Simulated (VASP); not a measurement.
Set up this calculation in VASP 6.6.1, as the native input.

- Task: single point
- Functional: PBE
- Potentials or basis: VASP PAW PBE potentials, release 64 (Zr_sv, C)
- Cutoff: 520 eV
- k mesh: 6 × 6 × 4
- Occupations: gaussian, width 0.1 eV
- Spin: no spin polarisation
- Dipole correction: no
- Further INCAR settings: ALGO = Normal; EDIFF = 1e-06; NBANDS = 29

The structure of ZrC2 lies in POSCAR:

```
ZrC2
1.0
    3.4019444700      0.0000000000      0.0000000000
    0.0000000000      3.4019444700      0.0000000000
    0.0000000000      0.0000000000      6.8008976900
Zr C
2 4
Direct
    0.0000000000      0.5000000000      0.7290390100
    0.5000000000      0.0000000000      0.2709609900
    0.0000000000      0.5000000000      0.3727150000
    0.5000000000      0.0000000000      0.6272850000
    0.0000000000      0.0000000000      0.0000000000
    0.5000000000      0.5000000000      0.0000000000
```

These files were run (other wordings do the same):

INCAR

```
SYSTEM = ZrC2
ALGO = Normal ; EDIFF = 1E-6
ENCUT = 520 ; GGA = PE
ISIF = 2 ; ISMEAR = 0
LASPH = .True. ; LCHARG = .False.
LREAL = .False. ; LWAVE = .False.
NBANDS = 29 ; NELM = 100
PREC = Accurate ; SIGMA = 0.1
```

KPOINTS

```
k-points
0
Gamma
  6 6 4
  0 0 0
```

Potentials or basis: VASP PAW PBE potentials, release 64 (Zr_sv, C).

Launch:

```sh
$ cat potpaw_PBE.64/Zr_sv/POTCAR potpaw_PBE.64/C/POTCAR > POTCAR
$ mpirun -np 1 vasp_std > vasp.out
```

Results of the run:

The pressure is -24.4 GPa and the largest force is 1.260 eV/Å. The band gap on the k mesh is zero (band 20 reaches 7.93 eV, above the bottom of band 21 at 6.40 eV).

Caveat: forces of over 1 eV/Å act on the atoms, so gaps and moduli don't describe the material at rest.

Wall time 52 s on 1 thread of AMD EPYC 9R45 96-Core Processor (Zen 5) (shared host), peak memory 0.19 GiB.
